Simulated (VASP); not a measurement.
Wanted: the native input for a VASP 6.6.1 run.

```
Task                   : single point
Functional             : PBE
Potentials or basis    : VASP PAW PBE potentials, release 64 (Rb_sv)
Cutoff                 : 520 eV
k mesh                 : 8 × 8 × 8
Occupations            : gaussian, width 0.2 eV
Spin                   : no spin polarisation
Dipole correction      : no
Further INCAR settings : ALGO = Normal; EDIFF = 1e-06; NBANDS = 10
```

The structure of Rb lies in POSCAR:

```
Rb
1.0
   -2.8359049291      2.8359049291      2.8359049291
    2.8359049291     -2.8359049291      2.8359049291
    2.8359049291      2.8359049291     -2.8359049291
Rb
1
Direct
    0.0000000000      0.0000000000      0.0000000000
```

The input as run:

INCAR

```
  ALGO = Normal
  EDIFF = 1E-6
  ENCUT = 520
  GGA = PE
  ISIF = 2
  ISMEAR = 0
  LASPH = T
  LCHARG = F
  LREAL = F
  LWAVE = F
  NBANDS = 10
  NELM = 100
  PREC = Accurate
  SIGMA = 0.2
```

KPOINTS

```
k-points
0
Gamma
  8 8 8
```

Potentials or basis: VASP PAW PBE potentials, release 64 (Rb_sv).

Run with:

```bash
$ cat potpaw_PBE.64/Rb_sv/POTCAR > POTCAR
$ mpirun -np 1 vasp_std > vasp.out
```

Results of the run:

```
Pressure : 0.0 GPa
```

Wall time 38 s on 1 thread of AMD EPYC 7R13, with other jobs on the host, peak memory 0.2 GiB.
